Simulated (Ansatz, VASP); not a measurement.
## Sn: VASP beside Ansatz

```
CELL_PARAMETERS angstrom
-2.85194 2.85194 1.55132
2.85194 -2.85194 1.55132
2.85194 2.85194 -1.55132
ATOMIC_POSITIONS crystal
Sn 0.75000 0.25000 0.50000
Sn 0.00000 0.00000 0.00000
```

Change from the starting cell: strain -0.030 along x and y, -0.030 along z, atoms carried along.

Alike in both runs: task single point; functional r2SCAN; k mesh 16 × 16 × 16; occupations gaussian, width 0.15 eV; no spin polarisation.

|  | VASP | Ansatz |
| --- | --- | --- |
| version | VASP 6.6.1 | Ansatz 0.2.0 |
| potentials or method | VASP PAW PBE potentials, release 64 (Sn_d), cutoff 520 eV | scalar-relativistic, plane waves, PAW |
| valence electrons in the cell | 28 | 28 |

```csv
,VASP,Ansatz,Ansatz less VASP
gap on the k mesh at the Fermi level (eV),none,none,-
pressure (GPa),6.0,6.0,-0.01
"traceless stress, the component that is largest in VASP (GPa)",-0.60,-0.60,0.000
```

VASP's potentials were made for PBE, not for r2SCAN. A gap of «none» marks a metal or a gap that the smearing closes. The functional is the same, so the differences come from potentials, cutoffs and numerics.
